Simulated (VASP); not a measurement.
# YHg in VASP: a series of runs

The runs below take YHg through single point, with LDA.

All numbers are computed with VASP 6.6.1; they aren't measurements. Logs are shortened: lines on timing, memory, paths and dates and some standing lists are left out, and cuts for length are marked.

## Step 1: The cell of the first run

Symmetry: P4/mmm, No. 123, tetragonal system. The conventional cell has a = 3.682 Å, b = 3.682 Å, c = 3.756 Å, α = 90.00°, β = 90.00°, γ = 90.00°. Within 4.2 Å of Y (site symmetry 4/mmm) lie 8 Hg at 3.21 Å and 6 Y at 3.68 to 3.76 Å. Hg (site symmetry 4/mmm) has 8 Y at 3.21 Å and 6 Hg at 3.68 to 3.76 Å within 4.2 Å.

## Step 2: Single point, LDA (zz strain of +2 %)

Input file INCAR:

```
SYSTEM = YHg
PREC = Accurate
ENCUT = 520
EDIFF = 1E-6
ISMEAR = -1
SIGMA = 0.08
LREAL = .False.
LASPH = .True.
NELM = 60
ALGO = Normal
ISIF = 2
LWAVE = .False.
LCHARG = .True.
GGA = CA
LELF = .True.
LVHAR = .True.
NBANDS = 18
```

Input file KPOINTS:

```
Automatic mesh
0
Gamma
  11 11 11
  0 0 0
```

Input file POSCAR:

```
YHg
1.0
    3.6820000000      0.0000000000      0.0000000000
    0.0000000000      3.6820000000      0.0000000000
    0.0000000000      0.0000000000      3.7556400000
Y Hg
1 1
Direct
    0.5000000000      0.5000000000      0.5000000000
    0.0000000000      0.0000000000      0.0000000000
```

Potentials or basis: VASP PAW LDA potentials, release 64 (Y_sv, Hg).

Launch:

```bash
> cat potpaw_LDA.64/Y_sv/POTCAR potpaw_LDA.64/Hg/POTCAR > POTCAR
> mpirun -np 1 vasp_std > vasp.out
```

OUTCAR:

```text
SYSTEM = YHg
   PREC = Accurate
   ENCUT = 520
   EDIFF = 1E-6
   ISMEAR = -1
   LREAL = .False.
   LASPH = .True.
   NELM = 60
   ISIF = 2
   GGA = CA

 ion  position               nearest neighbor table
   1  0.500  0.500  0.500-   2 3.21   2 3.21   2 3.21   2 3.21   2 3.21   2 3.21   2 3.21   2 3.21

   2  0.000  0.000  0.000-   1 3.21   1 3.21   1 3.21   1 3.21   1 3.21   1 3.21   1 3.21   1 3.21

  LATTYP: Found a simple tetragonal cell.
 ALAT       =     3.6820000000
 C/A-ratio  =     1.0200000000

  Lattice vectors:

 A1 = (   3.6820000000,   0.0000000000,   0.0000000000)
 A2 = (   0.0000000000,   3.6820000000,   0.0000000000)
 A3 = (   0.0000000000,   0.0000000000,   3.7556400000)

Analysis of symmetry for initial positions (statically):
=====================================================================
 Subroutine PRICEL returns:
 Original cell was already a primitive cell.

 Routine SETGRP: Setting up the symmetry group for a
 simple tetragonal supercell.

 Subroutine GETGRP returns: Found 16 space group operations
 (whereof 16 operations were pure point group operations)
 out of a pool of 16 trial point group operations.

The static configuration has the point symmetry D_4h.

Analysis of symmetry for dynamics (positions and initial velocities):
=====================================================================
 Subroutine PRICEL returns:
 Original cell was already a primitive cell.

 Routine SETGRP: Setting up the symmetry group for a
 simple tetragonal supercell.

 Subroutine GETGRP returns: Found 16 space group operations
 (whereof 16 operations were pure point group operations)
 out of a pool of 16 trial point group operations.

The dynamic configuration has the point symmetry D_4h.

 Subroutine INISYM returns: Found 16 space group operations
 (whereof 16 operations are pure point group operations),
 and found     1 'primitive' translations

----------------------------------------------------------------------------------------

                                     Primitive cell

  volume of cell :      50.9157

  direct lattice vectors                    reciprocal lattice vectors
     3.682000000  0.000000000  0.000000000     0.271591526  0.000000000  0.000000000
     0.000000000  3.682000000  0.000000000     0.000000000  0.271591526  0.000000000
     0.000000000  0.000000000  3.755640000     0.000000000  0.000000000  0.266266202

[... 80 lines left out ...]
   LASPH  =      T    aspherical Exc in radial PAW
   ENCUT  =  520.0 eV  38.22 Ry    6.18 a.u.   6.85  6.85  6.98*2*pi/ulx,y,z
   NELM   =     60;   NELMIN=  2; NELMDL= -5     # of ELM steps
   EDIFF  = 0.1E-05   stopping-criterion for ELM
   LREAL  =      F    real-space projection
   EDIFFG = 0.1E-04   stopping-criterion for IOM
   NSW    =      0    number of steps for IOM
   IBRION =     -1    ionic relax: 0-MD 1-quasi-New 2-CG
   NFREE  =      0    steps in history (QN), initial steepest desc. (CG)
   ISIF   =      2    stress and relaxation
   ISYM   =      2    0-nonsym 1-usesym 2-fastsym
   POTIM  = 0.5000    time-step for ionic-motion
   TEBEG  =    0.0;   TEEND  =   0.0 temperature during run
   PSTRESS=    0.0 pullay stress
   NELECT =      23.0000    total number of electrons
   NUPDOWN=      -1.0000    fix difference up-down
   EMIN   =  10.00;   EMAX   =-10.00  energy-range for DOS
   EFERMI =   0.00;   METHOD = LEGACY
   ISMEAR =    -1;   SIGMA  =   0.08  broadening in eV -4-tet -1-fermi 0-gaus
   EFERMI_NEDOS =   21; number of points for ismear=-14 and -15
   IALGO  =     38    algorithm
   IMIX   =      4    mixing-type and parameters
     AMIX     =   0.40;   BMIX     =  1.00
     AMIX_MAG =   1.60;   BMIX_MAG =  1.00
  volume/ion in A,a.u.               =      25.46       171.80
  Fermi-wavevector in a.u.,A,eV,Ry     =   1.256127  2.373736 21.468026  1.577855
  Thomas-Fermi vector in A             =   2.389850
   LORBIT       =      0    0 simple, 1 ext, 2 COOP (PROOUT), +10 PAW based schemes
   GGA     = CA    functional components
   LHFCALC =     F    Hartree Fock is set to
   AEXX    =    0.0000 exact exchange contribution
   IVDW    =     0    specifies the selected vdW correction
   LEPSILON=     F    determine dielectric tensor
   LRPA    =     F    only Hartree local field effects (RPA)
 non-spin polarized calculation
  energy-cutoff  :      520.00
  volume of cell :       50.92
 maximum number of plane-waves:      1391
 NGX is ok and might be reduce to    28
   NGX = 13   NGY = 13   NGZ = 13

 number of electron      23.0000003 magnetization

 Free energy of the ion-electron system (eV)
  ---------------------------------------------------
  ext. energy  EPLUGINS =         0.00000000
  ---------------------------------------------------
  free energy    TOTEN  =        -9.18029719 eV

  energy without entropy =       -9.13529533  energy(sigma->0) =       -9.15779626

 E-fermi :   3.7054     XC(G=0): -10.7740

 val. band max:        3.7013480616   @ k =   0.3636   0.2727   0.0909
 cond. band min:       3.7167737767   @ k =   0.2727   0.0000   0.3636
 fundamental gap:      0.0154257151
 Fermi energy:         3.7054325456

 k-point     1 :       0.0000    0.0000    0.0000
  band No.  band energies     occupation
      1     -39.2613      2.00000
      2     -19.2789      2.00000
      3     -19.2569      2.00000
      4     -19.2569      2.00000
      5      -4.1929      2.00000
      6      -4.0024      2.00000
[... 481 lines left out ...]
      5      -3.9396      2.00000
      6      -3.8486      2.00000
[... 10 lines left out ...]
     17       9.1951      0.00000
     18      10.3051      0.00000

 [... further k-points ...]

------------------------ aborting loop because EDIFF is reached ----------------------------------------

  FORCE on cell =-STRESS in cart. coord.  units (eV):
  Direction    XX          YY          ZZ          XY          YZ          ZX
  --------------------------------------------------------------------------------------
  -------------------------------------------------------------------------------------
  Total       -1.3768174     -1.3768174     -1.5713744      0.0000000      0.0000000      0.0000000
  in kB      -43.3246832    -43.3246832    -49.4468611      0.0000000      0.0000000      0.0000000
  external PRESSURE =     -45.3654091 kB  Pullay stress =       0.0000000 kB

 VOLUME and BASIS-vectors are now :
 -----------------------------------------------------------------------------
  energy-cutoff  :      520.00
  volume of cell :       50.92
      direct lattice vectors                 reciprocal lattice vectors
     3.682000000  0.000000000  0.000000000     0.271591526  0.000000000  0.000000000
     0.000000000  3.682000000  0.000000000     0.000000000  0.271591526  0.000000000
     0.000000000  0.000000000  3.755640000     0.000000000  0.000000000  0.266266202

 POSITION                                       TOTAL-FORCE (eV/Angst)
 -----------------------------------------------------------------------------------
      1.84100      1.84100      1.87782         0.000000      0.000000      0.000000
      0.00000      0.00000      0.00000         0.000000      0.000000      0.000000
 -----------------------------------------------------------------------------------
    total drift:                               -0.000000      0.000000      0.000000

  FREE ENERGIE OF THE ION-ELECTRON SYSTEM (eV)
  ---------------------------------------------------
  free  energy   TOTEN  =        -9.1802971938 eV

  energy  without entropy=       -9.1352953296  energy(sigma->0) =       -9.15779626
```

stdout:

```text
POSCAR found type information on POSCAR Y Hg
 POSCAR found :  2 types and       2 ions
 scaLAPACK will be used
 LDA part: xc-table for (Slater(with rela. corr.)+CA(PZ))
 , standard interpolation
 POSCAR, INCAR and KPOINTS ok, starting setup
 FFT: planning ... GRIDC
 FFT: planning ... GRID_SOFT
 FFT: planning ... GRID
 WAVECAR not read
 entering main loop
```

Run time: 69 s. Hardware: 1 thread of Intel Xeon Platinum 8259CL at 2.50GHz (Skylake/Cascade Lake), shared host; peak memory 0.25 GiB.

Results:

```
Free energy            : -9.1803 eV
Pressure               : -4.5 GPa
Band gap on the k mesh : zero (an odd number of electrons rules out a gap without spin polarisation)
```

Stress tensor (GPa, compression positive):
```
-4.33  0.00  0.00
 0.00 -4.33  0.00
 0.00  0.00 -4.94
```

Caveat: the cell differs from its parent crystal (zz strain of +2 %); the cell stands under tension; spin-orbit coupling is left out, which moves the levels of the heavy elements.

## Step 3: Single point, LDA (23.46 Å³/atom)

This run uses another cell than the first one, of 23.46 Å³/atom.

Input file INCAR:

```
SYSTEM = YHg
PREC = Accurate
ENCUT = 520
EDIFF = 1E-7
ISMEAR = -1
SIGMA = 0.08
LREAL = .FALSE.
LASPH = .TRUE.
NELM = 60
ALGO = Normal
ISIF = 2
LWAVE = .FALSE.
LCHARG = .FALSE.
GGA = CA
NBANDS = 18
```

Input file KPOINTS:

```
regular mesh
0
G
  11 11 11
  0 0 0
```

Input file POSCAR:

```
YHg
1.0
    3.6068360523      0.0000000000      0.0000000000
    0.0000000000      3.6068360523      0.0000000000
    0.0000000000      0.0000000000      3.6068360523
Y Hg
1 1
Direct
    0.5000000000      0.5000000000      0.5000000000
    0.0000000000      0.0000000000      0.0000000000
```

Potentials or basis: VASP PAW LDA potentials, release 64 (Y_sv, Hg).

Launch:

```bash
> cat potpaw_LDA.64/Y_sv/POTCAR potpaw_LDA.64/Hg/POTCAR > POTCAR
> mpirun -np 1 vasp_std > vasp.out
```

Wall time 56 s (1 thread of Intel Xeon 8259CL, shared host); peak memory 0.19 GiB.

It converged, with:

| Item | Value |
| --- | --- |
| Free energy | -9.2241 eV |
| Pressure | 1.5 GPa |
| Band gap on the k mesh | zero (an odd number of electrons rules out a gap without spin polarisation) |

Levels at points of the mesh, in eV from the Fermi level:
```tsv
k point	band 9	band 10	band 11	band 12	band 13	band 14
(0.00, 0.00, 0.00)	-7.36	-7.36	0.26	0.26	4.07	4.07
```

Caveat: spin-orbit coupling is left out, which moves the levels of the heavy elements.

## Step 4: Single point, LDA (23.96 Å³/atom)

This run uses another cell than the first one, of 23.96 Å³/atom.

Input file INCAR:

```
  PREC = Accurate
  ENCUT = 520
  EDIFF = 1E-6
  ISMEAR = -1
  SIGMA = 0.08
  LREAL = False
  LASPH = True
  NELM = 80
  ALGO = Normal
  ISIF = 2
  LWAVE = False
  LCHARG = False
  NBANDS = 18
```

Input file KPOINTS:

```
Automatic mesh
0
Gamma
  11 11 11
```

Input file POSCAR:

```
YHg
1.0
    3.6322371431      0.0000000000      0.0000000000
    0.0000000000      3.6322371431      0.0000000000
    0.0000000000      0.0000000000      3.6322371431
Y Hg
1 1
Direct
    0.5000000000      0.5000000000      0.5000000000
    0.0000000000      0.0000000000      0.0000000000
```

Potentials or basis: VASP PAW LDA potentials, release 64 (Y_sv, Hg).

Launch:

```bash
> cat potpaw_LDA.64/Y_sv/POTCAR potpaw_LDA.64/Hg/POTCAR > POTCAR
> mpirun -np 1 vasp_std > vasp.out
```

OUTCAR:

```text
PREC = Accurate
   ENCUT = 520
   EDIFF = 1E-6
   ISMEAR = -1
   LREAL = False
   LASPH = True
   NELM = 80
   ISIF = 2

 ion  position               nearest neighbor table
   1  0.500  0.500  0.500-   2 3.15   2 3.15   2 3.15   2 3.15   2 3.15   2 3.15   2 3.15   2 3.15

   2  0.000  0.000  0.000-   1 3.15   1 3.15   1 3.15   1 3.15   1 3.15   1 3.15   1 3.15   1 3.15

  LATTYP: Found a simple cubic cell.
 ALAT       =     3.6322371431

  Lattice vectors:

 A1 = (   3.6322371431,   0.0000000000,   0.0000000000)
 A2 = (   0.0000000000,   3.6322371431,   0.0000000000)
 A3 = (   0.0000000000,   0.0000000000,   3.6322371431)

Analysis of symmetry for initial positions (statically):
=====================================================================
 Subroutine PRICEL returns:
 Original cell was already a primitive cell.

 Routine SETGRP: Setting up the symmetry group for a
 simple cubic supercell.

 Subroutine GETGRP returns: Found 48 space group operations
 (whereof 48 operations were pure point group operations)
 out of a pool of 48 trial point group operations.

The static configuration has the point symmetry O_h .
[... 158 lines left out ...]

  energy without entropy =       -9.18151921  energy(sigma->0) =       -9.20472934

 E-fermi :   4.1294     XC(G=0): -11.0610

 val. band max:        4.1020662098   @ k =   0.1818   0.1818   0.0909
 cond. band min:       4.1441422055   @ k =   0.3636   0.0000   0.0000
 fundamental gap:      0.0420759958
 Fermi energy:         4.1293748015

 k-point     1 :       0.0000    0.0000    0.0000
  band No.  band energies     occupation
      1     -38.6631      2.00000
      2     -18.6691      2.00000
      3     -18.6691      2.00000
      4     -18.6691      2.00000
      5      -4.0756      2.00000
      6      -3.8149      2.00000
[... 481 lines left out ...]
      5      -3.6536      2.00000
      6      -3.5180      2.00000
[... 10 lines left out ...]
     17      10.9607      0.00000
     18      11.9026      0.00000

 [... further k-points ...]

------------------------ aborting loop because EDIFF is reached ----------------------------------------

  FORCE on cell =-STRESS in cart. coord.  units (eV):
  Direction    XX          YY          ZZ          XY          YZ          ZX
  --------------------------------------------------------------------------------------
  -------------------------------------------------------------------------------------
  Total       -0.0884759     -0.0884759     -0.0884759      0.0000000     -0.0000000     -0.0000000
  in kB       -2.9581024     -2.9581024     -2.9581024      0.0000000     -0.0000000     -0.0000000
  external PRESSURE =      -2.9581024 kB  Pullay stress =       0.0000000 kB

 VOLUME and BASIS-vectors are now :
 -----------------------------------------------------------------------------
  energy-cutoff  :      520.00
  volume of cell :       47.92
      direct lattice vectors                 reciprocal lattice vectors
     3.632237143  0.000000000  0.000000000     0.275312421  0.000000000  0.000000000
     0.000000000  3.632237143  0.000000000     0.000000000  0.275312421  0.000000000
     0.000000000  0.000000000  3.632237143     0.000000000  0.000000000  0.275312421

 POSITION                                       TOTAL-FORCE (eV/Angst)
 -----------------------------------------------------------------------------------
      1.81612      1.81612      1.81612         0.000000      0.000000      0.000000
      0.00000      0.00000      0.00000         0.000000      0.000000      0.000000
 -----------------------------------------------------------------------------------
    total drift:                               -0.000000      0.000000      0.000000

  FREE ENERGIE OF THE ION-ELECTRON SYSTEM (eV)
  ---------------------------------------------------
  free  energy   TOTEN  =        -9.2279394759 eV

  energy  without entropy=       -9.1815192067  energy(sigma->0) =       -9.20472934
```

It took 46 s on 1 thread of Intel Xeon 8259CL, shared host; peak memory 0.19 GiB.

Results:

- Free energy: -9.2279 eV
- Pressure: -0.3 GPa
- Band gap on the k mesh: zero (an odd number of electrons rules out a gap without spin polarisation)

Levels at points of the mesh, in eV from the Fermi level:
| k point | band 9 | band 10 | band 11 | band 12 | band 13 | band 14 |
| --- | --- | --- | --- | --- | --- | --- |
| (0.00, 0.00, 0.00) | -7.30 | -7.30 | 0.26 | 0.26 | 3.97 | 3.97 |

Caveat: spin-orbit coupling is left out, which moves the levels of the heavy elements.

## Step 5: Overview

| cell | gap on the mesh (eV) | pressure (GPa) |
| --- | --- | --- |
| a = 3.682, b = 3.682, c = 3.756 Å, 2 atoms | none | -4.5 |
| a = 3.607 Å, 2 atoms | none | 1.5 |
| a = 3.632 Å, 2 atoms | none | -0.3 |

Alike in all rows: task single point; level LDA; potentials or basis VASP PAW LDA potentials, release 64 (Y_sv, Hg); no spin polarisation; k mesh 11 × 11 × 11; cutoff (eV) 520; smearing fermi-dirac 0.08 eV.

Caveats: spin-orbit coupling is left out, which moves the levels of the heavy elements; the cell stands under tension (at least some runs).

Absolute energies hang on the potentials; compare differences alone.
